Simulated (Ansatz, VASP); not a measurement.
TePb in VASP and in Ansatz

```
CELL_PARAMETERS angstrom
4.57041 0.00000 0.00000
-2.28520 3.95809 0.00000
0.00000 0.00000 31.56098
ATOMIC_POSITIONS crystal
Pb 0.00000 0.00000 0.99852
Pb 0.33333 0.66667 0.12347
Pb 0.00000 0.00000 0.25153
Pb 0.33333 0.66667 0.37648
Pb 0.66667 0.33333 0.50149
Pb 0.33333 0.66667 0.62655
Pb 0.00000 0.00000 0.74845
Pb 0.66667 0.33333 0.87351
Te 0.66667 0.33333 0.05974
Te 0.66667 0.33333 0.18750
Te 0.66667 0.33333 0.31526
Te 0.00000 0.00000 0.43774
Te 0.00000 0.00000 0.56530
Te 0.66667 0.33333 0.68750
Te 0.33333 0.66667 0.80970
Te 0.33333 0.66667 0.93726
```

Alike in both runs: functional PBE; k mesh 6 × 6 × 2; occupations gaussian, width 0.02 eV; no spin polarisation.

Ansatz relaxed the structure, and its values are those at the end. VASP's run is a single point on that final structure, the one shown.

|  | VASP | Ansatz |
| --- | --- | --- |
| version | VASP 6.6.1 | Ansatz 0.2.0 |
| potentials or method | VASP PAW PBE potentials, release 64 (Pb_d, Te), cutoff 520 eV | scalar-relativistic, plane waves, PAW |
| valence electrons in the cell | 160 | 240 |

```tsv
	VASP	Ansatz	Ansatz less VASP
gap on the k mesh at the Fermi level (eV)	0.48	0.48	0.000
least direct gap on the mesh (eV)	0.68	0.68	-0.004
pressure (GPa)	0.0	0.0	+0.04
```

With one functional, cell and mesh, what is left measures potentials, basis and numerics. VASP's potentials hold 160 valence electrons a cell and Ansatz's 240, so a difference there can come from the potentials and not from the codes.

Neither program's run includes spin-orbit coupling.
